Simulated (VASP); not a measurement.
Al9H, 10 atoms in the cell. The cell holds a slab with vacuum, 10 atoms: a = 2.836 Å, b = 2.836 Å, c = 37.644 Å, α = 90.00°, β = 90.00°, γ = 120.00°. 

```yaml
Program: VASP 6.6.1
Task: single point
Functional: PBEsol
Potentials_or_basis: VASP PAW PBE potentials, release 64 (Al, H)
Cutoff: 520 eV
k_mesh: 12 × 12 × 1
Occupations: gaussian, width 0.1 eV
Spin: no spin polarisation
Dipole_correction: yes
Further_INCAR_settings: ALGO = Normal; EDIFF = 1e-07; NBANDS = 25
```

Potentials or basis: VASP PAW PBE potentials, release 64 (Al, H).

Launch:

```sh
$ cat potpaw_PBE.64/Al/POTCAR potpaw_PBE.64/H/POTCAR > POTCAR
$ mpirun -np 1 vasp_std > vasp.out
```

Hardware: 1 thread of Intel(R) Xeon(R) Platinum 8375C CPU @ 2.90GHz (Ice Lake), on a shared host.

How long does it take, and how much memory?

Run time: 7.9 min on 1 thread of Intel(R) Xeon(R) Platinum 8375C CPU @ 2.90GHz (Ice Lake) (shared host), peak memory 0.51 GiB. Counts: scf iterations 32, k points 43.
